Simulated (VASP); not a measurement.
# Hf2S (P6_3/mmc) in VASP: notebook

Runs on Hf2S. Level: PBEsol. Tasks: single point.

Everything below comes from runs of VASP 6.6.1. Logs are shortened: lines on timing, memory, paths and dates and some standing lists are left out, and cuts for length are marked.

**1. The cell of the first run**

The structure is hexagonal, space group P6_3/mmc (No. 194). The conventional cell has a = 3.374 Å, b = 3.374 Å, c = 11.717 Å, α = 90.00°, β = 90.00°, γ = 120.00°. Within 3.5 Å of Hf (site symmetry 3m) lie 3 S at 2.62 Å and 9 Hf at 3.05 to 3.37 Å. S (site symmetry -6m2) has 6 Hf at 2.62 Å and 6 S at 3.37 Å within 3.5 Å.

**2. Single point, PBEsol**

The input, INCAR:

```
SYSTEM = Hf2S
PREC = Accurate ; ENCUT = 520
EDIFF = 1E-7 ; ISMEAR = 0
SIGMA = 0.1 ; LREAL = .False.
LASPH = .True. ; NELM = 100
ALGO = Normal ; ISIF = 2
LWAVE = .False. ; LCHARG = .True.
GGA = PS ; LELF = .True.
LVHAR = .True. ; NBANDS = 35
```

The input, KPOINTS:

```
Automatic mesh
0
Gamma
  6 6 2
  0 0 0
```

The input, POSCAR:

```
Hf2S
1.0
    3.3742737662      0.0000000000      0.0000000000
   -1.6871368831      2.9222068008      0.0000000000
    0.0000000000      0.0000000000     11.7174070300
Hf S
4 2
Direct
    0.6666666700      0.3333333300      0.8998116400
    0.3333333300      0.6666666700      0.3998116400
    0.6666666700      0.3333333300      0.6001883600
    0.3333333300      0.6666666700      0.1001883600
    0.0000000000      0.0000000000      0.7500000000
    0.0000000000      0.0000000000      0.2500000000
```

Potentials or basis: VASP PAW PBE potentials, release 64 (Hf_pv, S).

The run is started by

```bash
$ cat potpaw_PBE.64/Hf_pv/POTCAR potpaw_PBE.64/S/POTCAR > POTCAR
$ mpirun -np 1 vasp_std > vasp.out
```

OUTCAR:

```text
SYSTEM = Hf2S
   PREC = Accurate
   ENCUT = 520
   EDIFF = 1E-7
   ISMEAR = 0
   LREAL = .False.
   LASPH = .True.
   NELM = 100
   ISIF = 2
   GGA = PS

 ion  position               nearest neighbor table
   1  0.667  0.333  0.900-   5 2.62   5 2.62   5 2.62   4 3.05   4 3.05   4 3.05   3 3.51
   2  0.333  0.667  0.400-   6 2.62   6 2.62   6 2.62   3 3.05   3 3.05   3 3.05   4 3.51
   3  0.667  0.333  0.600-   5 2.62   5 2.62   5 2.62   2 3.05   2 3.05   2 3.05   1 3.51
   4  0.333  0.667  0.100-   6 2.62   6 2.62   6 2.62   1 3.05   1 3.05   1 3.05   2 3.51
   5  0.000  0.000  0.750-   1 2.62   3 2.62   1 2.62   3 2.62   1 2.62   3 2.62
   6  0.000  0.000  0.250-   2 2.62   4 2.62   2 2.62   4 2.62   2 2.62   4 2.62

  LATTYP: Found a hexagonal cell.
 ALAT       =     3.3742737662
 C/A-ratio  =     3.4725715345

  Lattice vectors:

 A1 = (   3.3742737662,   0.0000000000,   0.0000000000)
 A2 = (  -1.6871368831,   2.9222068008,   0.0000000000)
 A3 = (   0.0000000000,   0.0000000000,  11.7174070300)

Analysis of symmetry for initial positions (statically):
=====================================================================
 Subroutine PRICEL returns:
 Original cell was already a primitive cell.

 Routine SETGRP: Setting up the symmetry group for a
 hexagonal supercell.

 Subroutine GETGRP returns: Found 24 space group operations
 (whereof 12 operations were pure point group operations)
 out of a pool of 24 trial point group operations.

The static configuration has the point symmetry D_3d.
 The point group associated with its full space group is D_6h.

Analysis of symmetry for dynamics (positions and initial velocities):
=====================================================================
 Subroutine PRICEL returns:
 Original cell was already a primitive cell.

 Routine SETGRP: Setting up the symmetry group for a
 hexagonal supercell.

 Subroutine GETGRP returns: Found 24 space group operations
 (whereof 12 operations were pure point group operations)
 out of a pool of 24 trial point group operations.

The dynamic configuration has the point symmetry D_3d.
 The point group associated with its full space group is D_6h.

 Subroutine INISYM returns: Found 24 space group operations
 (whereof 12 operations are pure point group operations),
 and found     1 'primitive' translations

----------------------------------------------------------------------------------------

                                     Primitive cell

  volume of cell :     115.5375

  direct lattice vectors                    reciprocal lattice vectors
     3.374273766  0.000000000  0.000000000     0.296360067  0.171103565  0.000000000
    -1.687136883  2.922206801  0.000000000     0.000000000  0.342207129  0.000000000
     0.000000000  0.000000000 11.717407030     0.000000000  0.000000000  0.085343114

  length of vectors
     3.374273766  3.374273766 11.717407030     0.342207129  0.342207129  0.085343114

  position of ions in fractional coordinates (direct lattice)
     0.666666670  0.333333330  0.899811640
     0.333333330  0.666666670  0.399811640
     0.666666670  0.333333330  0.600188360
     0.333333330  0.666666670  0.100188360
     0.000000000  0.000000000  0.750000000
     0.000000000  0.000000000  0.250000000

  ion indices of the primitive-cell ions
   primitive index   ion index
                 1           1
                 2           2
                 3           3
                 4           4
                 5           5
                 6           6

----------------------------------------------------------------------------------------

 KPOINTS: Automatic mesh

Automatic generation of k-mesh.
 Grid dimensions read from file:
 generate k-points for:    6    6    2

 Generating k-lattice:

  Cartesian coordinates                     Fractional coordinates (reciprocal lattice)
     0.049393345  0.028517261  0.000000000     0.166666667 -0.000000000  0.000000000
     0.000000000  0.057034522  0.000000000     0.000000000  0.166666667  0.000000000
     0.000000000  0.000000000  0.042671557     0.000000000  0.000000000  0.500000000

  Length of vectors
     0.057034522  0.057034522  0.042671557

  Shift w.r.t. Gamma in fractional coordinates (k-lattice)
     0.000000000  0.000000000  0.000000000

 Subroutine IBZKPT returns following result:
 ===========================================

 Found     14 irreducible k-points:

 Following reciprocal coordinates:
            Coordinates               Weight
  0.000000  0.000000  0.000000      1.000000
  0.166667 -0.000000  0.000000      6.000000
  0.333333 -0.000000  0.000000      6.000000
  0.500000 -0.000000  0.000000      3.000000
  0.166667  0.166667  0.000000      6.000000
  0.333333  0.166667  0.000000     12.000000
  0.333333  0.333333  0.000000      2.000000
  0.000000  0.000000  0.500000      1.000000
  0.166667 -0.000000  0.500000      6.000000
  0.333333 -0.000000  0.500000      6.000000
  0.500000 -0.000000  0.500000      3.000000
  0.166667  0.166667  0.500000      6.000000
  0.333333  0.166667  0.500000     12.000000
  0.333333  0.333333  0.500000      2.000000
   k-points           NKPTS =     14   k-points in BZ     NKDIM =     14   number of bands    NBANDS=     35
   number of dos      NEDOS =    301   number of ions     NIONS =      6
   total plane-waves  NPLWV =  70560
   dimension x,y,z NGX =    28 NGY =   28 NGZ =   90
   dimension x,y,z NGXF=    56 NGYF=   56 NGZF=  180
   ions per type =               4   2
   NGX,Y,Z   is equivalent  to a cutoff of  13.80, 13.80, 12.77 a.u.
   NGXF,Y,Z  is equivalent  to a cutoff of  27.59, 27.59, 25.54 a.u.
 SYSTEM =  Hf2S
   PREC   = accura    normal or accurate (medium, high low for compatibility)
   ISTART =      0    job   : 0-new  1-cont  2-samecut
   ICHARG =      2    charge: 1-file 2-atom 10-const
   ISPIN  =      1    spin polarized calculation?
   LNONCOLLINEAR =      F non collinear calculations
   LSORBIT =      F    spin-orbit coupling
   LASPH  =      T    aspherical Exc in radial PAW
   ENCUT  =  520.0 eV  38.22 Ry    6.18 a.u.   6.27  6.27 21.79*2*pi/ulx,y,z
   NELM   =    100;   NELMIN=  2; NELMDL= -5     # of ELM steps
   EDIFF  = 0.1E-06   stopping-criterion for ELM
   LREAL  =      F    real-space projection
   EDIFFG = 0.1E-05   stopping-criterion for IOM
   NSW    =      0    number of steps for IOM
   IBRION =     -1    ionic relax: 0-MD 1-quasi-New 2-CG
   NFREE  =      0    steps in history (QN), initial steepest desc. (CG)
   ISIF   =      2    stress and relaxation
   ISYM   =      2    0-nonsym 1-usesym 2-fastsym
   POTIM  = 0.5000    time-step for ionic-motion
   TEBEG  =    0.0;   TEEND  =   0.0 temperature during run
   PSTRESS=    0.0 pullay stress
   NELECT =      52.0000    total number of electrons
   NUPDOWN=      -1.0000    fix difference up-down
   EMIN   =  10.00;   EMAX   =-10.00  energy-range for DOS
   EFERMI =   0.00;   METHOD = LEGACY
   ISMEAR =     0;   SIGMA  =   0.10  broadening in eV -4-tet -1-fermi 0-gaus
   EFERMI_NEDOS =   21; number of points for ismear=-14 and -15
   IALGO  =     38    algorithm
   IMIX   =      4    mixing-type and parameters
     AMIX     =   0.40;   BMIX     =  1.00
     AMIX_MAG =   1.60;   BMIX_MAG =  1.00
  volume/ion in A,a.u.               =      19.26       129.95
  Fermi-wavevector in a.u.,A,eV,Ry     =   1.254590  2.370831 21.415503  1.573995
  Thomas-Fermi vector in A             =   2.388387
   LORBIT       =      0    0 simple, 1 ext, 2 COOP (PROOUT), +10 PAW based schemes
   GGA     = PS    functional components
   LHFCALC =     F    Hartree Fock is set to
   AEXX    =    0.0000 exact exchange contribution
   IVDW    =     0    specifies the selected vdW correction
   LEPSILON=     F    determine dielectric tensor
   LRPA    =     F    only Hartree local field effects (RPA)
 non-spin polarized calculation
 Gauss-broadening in eV      SIGMA  =   0.10
  energy-cutoff  :      520.00
  volume of cell :      115.54
 maximum number of plane-waves:      3139
 NGX is ok and might be reduce to    28
   NGX = 13   NGY = 13   NGZ = 43

 number of electron      52.0000002 magnetization

 Free energy of the ion-electron system (eV)
  ---------------------------------------------------
  ext. energy  EPLUGINS =         0.00000000
  ---------------------------------------------------
  free energy    TOTEN  =       -57.44300169 eV

  energy without entropy =      -57.42888128  energy(sigma->0) =      -57.43594149

 E-fermi :   6.2248     XC(G=0): -11.5090

 val. band max:        6.2172209506   @ k =   0.1667  -0.0000   0.0000
 cond. band min:       6.2440469011   @ k =   0.0000   0.0000   0.0000
 fundamental gap:      0.0268259505
 Fermi energy:         6.2247997166

 k-point     1 :       0.0000    0.0000    0.0000
  band No.  band energies     occupation
      1     -24.9616      2.00000
      2     -24.8445      2.00000
      3     -24.5045      2.00000
      4     -24.4275      2.00000
      5     -24.4275      2.00000
      6     -24.4183      2.00000
[... 27 lines left out ...]
     34       8.8770      0.00000
     35       9.0792      0.00000

 k-point     2 :       0.1667   -0.0000    0.0000
  band No.  band energies     occupation
      1     -24.9249      2.00000
      2     -24.8177      2.00000
      3     -24.6075      2.00000
      4     -24.5492      2.00000
      5     -24.4570      2.00000
      6     -24.4474      2.00000
[... 27 lines left out ...]
     34       8.8212      0.00000
     35       8.8596      0.00000

 k-point     3 :       0.3333   -0.0000    0.0000
  band No.  band energies     occupation
      1     -24.8681      2.00000
      2     -24.7926      2.00000
      3     -24.7784      2.00000
      4     -24.7335      2.00000
      5     -24.5543      2.00000
      6     -24.5127      2.00000
[... 27 lines left out ...]
     34       9.4928      0.00000
     35       9.6860      0.00000
[... 343 lines left out ...]
 k-point    13 :       0.3333    0.1667    0.5000
  band No.  band energies     occupation
      1     -24.8246      2.00000
      2     -24.8246      2.00000
      3     -24.7881      2.00000
      4     -24.7881      2.00000
      5     -24.6232      2.00000
      6     -24.6232      2.00000
[... 27 lines left out ...]
     34       9.8845      0.00000
     35      10.6610      0.00000

 k-point    14 :       0.3333    0.3333    0.5000
  band No.  band energies     occupation
      1     -24.7891      2.00000
      2     -24.7891      2.00000
      3     -24.7503      2.00000
      4     -24.7503      2.00000
      5     -24.7243      2.00000
      6     -24.7243      2.00000
[... 27 lines left out ...]
     34       9.5383      0.00000
     35      10.2433      0.00000

------------------------ aborting loop because EDIFF is reached ----------------------------------------

  FORCE on cell =-STRESS in cart. coord.  units (eV):
  Direction    XX          YY          ZZ          XY          YZ          ZX
  --------------------------------------------------------------------------------------
  -------------------------------------------------------------------------------------
  Total       -2.3978987     -2.3978987     -2.4823196      0.0000000     -0.0000000     -0.0000000
  in kB      -33.2520668    -33.2520668    -34.4227457      0.0000000     -0.0000000     -0.0000000
  external PRESSURE =     -33.6422931 kB  Pullay stress =       0.0000000 kB

 VOLUME and BASIS-vectors are now :
 -----------------------------------------------------------------------------
  energy-cutoff  :      520.00
  volume of cell :      115.54
      direct lattice vectors                 reciprocal lattice vectors
     3.374273766  0.000000000  0.000000000     0.296360067  0.171103565  0.000000000
    -1.687136883  2.922206801  0.000000000     0.000000000  0.342207129  0.000000000
     0.000000000  0.000000000 11.717407030     0.000000000  0.000000000  0.085343114

 POSITION                                       TOTAL-FORCE (eV/Angst)
 -----------------------------------------------------------------------------------
      1.68714      0.97407     10.54346         0.000000      0.000000     -0.239743
     -0.00000      1.94814      4.68476         0.000000      0.000000     -0.239743
      1.68714      0.97407      7.03265        -0.000000     -0.000000      0.239743
     -0.00000      1.94814      1.17395        -0.000000      0.000000      0.239743
      0.00000      0.00000      8.78806        -0.000000      0.000000     -0.000000
      0.00000      0.00000      2.92935        -0.000000     -0.000000     -0.000000
 -----------------------------------------------------------------------------------
    total drift:                                0.000000      0.000000      0.000000

  FREE ENERGIE OF THE ION-ELECTRON SYSTEM (eV)
  ---------------------------------------------------
  free  energy   TOTEN  =       -57.4430016947 eV

  energy  without entropy=      -57.4288812780  energy(sigma->0) =      -57.43594149
```

Wall time 71 s (1 thread of Intel Xeon Platinum 8259CL at 2.50GHz (Skylake/Cascade Lake), shared host); peak memory 0.26 GiB.

What came out:

| Item | Value |
| --- | --- |
| Free energy | -57.4430 eV |
| Pressure | -3.4 GPa |
| Largest force | 0.240 eV/Å |
| Band gap on the k mesh | zero (band 26 reaches 6.72 eV, above the bottom of band 27 at 5.80 eV) |

Forces in eV/Å, atoms in the order of the input:
```
Hf   0.000  0.000 -0.240
Hf   0.000  0.000 -0.240
Hf   0.000  0.000  0.240
Hf   0.000  0.000  0.240
S    0.000  0.000  0.000
S    0.000  0.000  0.000
```

Levels at points of the mesh, in eV from the Fermi level:
```csv
k point,band 22,band 23,band 24,band 25,band 26,band 27,band 28,band 29,band 30,band 31
"(0.00, 0.00, 0.00)",-2.98,-1.49,-0.09,0.02,0.50,0.50,0.59,0.59,0.85,0.85
"(0.50, 0.00, 0.00)",-2.36,-1.74,-1.27,-1.16,-0.70,-0.43,0.88,1.10,2.54,3.33
"(0.00, 0.00, 0.50)",-3.30,-1.10,-1.10,0.44,0.44,0.44,0.44,1.46,1.46,1.64
"(0.50, 0.00, 0.50)",-2.30,-1.70,-1.70,-0.95,-0.95,0.40,0.40,1.44,1.44,3.88
```

Caveat: the PAW data sets were made with another functional, which shifts forces and pressure a little; spin-orbit coupling is left out, which moves the levels of the heavy elements.

[end of part 1 of 2]
